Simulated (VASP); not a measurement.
A run of VASP 6.6.1 is set up as follows.

Contents of INCAR:

```
SYSTEM = PtRhC4N4
ALGO = Normal ; EDIFF = 1E-7
ENCUT = 520 ; GGA = PE
ISIF = 2 ; ISMEAR = 0
ISPIN = 2 ; LASPH = .TRUE.
LCHARG = .FALSE. ; LMAXMIX = 4
LORBIT = 11 ; LREAL = .FALSE.
LWAVE = .FALSE. ; MAGMOM = 1 0 0 0 0 0 0 0 0 0
NBANDS = 46 ; NELM = 150
PREC = Accurate ; SIGMA = 0.1
```

File KPOINTS:

```
k-points
0
G
  4 4 4
  0 0 0
```

POSCAR

```
PtRhC4N4
1.0
    5.8826218900      0.0000000000      0.0000000000
    0.0000000000      5.8826218900      0.0000000000
    0.0000000000      0.0000000000      5.8826218900
Rh Pt C N
1 1 4 4
Direct
    0.5000000000      0.5000000000      0.5000000000
    0.0000000000      0.0000000000      0.0000000000
    0.1881440800      0.1881440800      0.1881440800
    0.1881440800      0.8118559200      0.8118559200
    0.8118559200      0.1881440800      0.8118559200
    0.8118559200      0.8118559200      0.1881440800
    0.3029738000      0.3029738000      0.3029738000
    0.3029738000      0.6970262000      0.6970262000
    0.6970262000      0.3029738000      0.6970262000
    0.6970262000      0.6970262000      0.3029738000
```

Potentials or basis: VASP PAW PBE potentials, release 64 (Rh_pv, Pt, C, N).

Run with:

```console
$ cat potpaw_PBE.64/Rh_pv/POTCAR potpaw_PBE.64/Pt/POTCAR potpaw_PBE.64/C/POTCAR potpaw_PBE.64/N/POTCAR > POTCAR
$ mpirun -np 1 vasp_std > vasp.out
```

Question: Estimate the largest force.

Answer: 2.326 eV/Å.

Question: Predict the site moments.

Answer: Rh +1.33; Pt -0.34; C +0.01; N +0.01 μB.

Question: Predict the pressure.

Answer: 4.3 GPa.

Question: Predict the net moment.

Answer: 1.14 μB per cell.

Forces in eV/Å, atoms in the order of the input:
```
Rh   0.000  0.000  0.000
Pt   0.000  0.000  0.000
C   -0.410 -0.410 -0.410
C   -0.410  0.410  0.410
C    0.410 -0.410  0.410
C    0.410  0.410 -0.410
N    1.343  1.343  1.343
N    1.343 -1.343 -1.343
N   -1.343  1.343 -1.343
N   -1.343 -1.343  1.343
```

Caveat: the cell stands under pressure; forces of over 1 eV/Å act on the atoms, so gaps and moduli don't describe the material at rest.
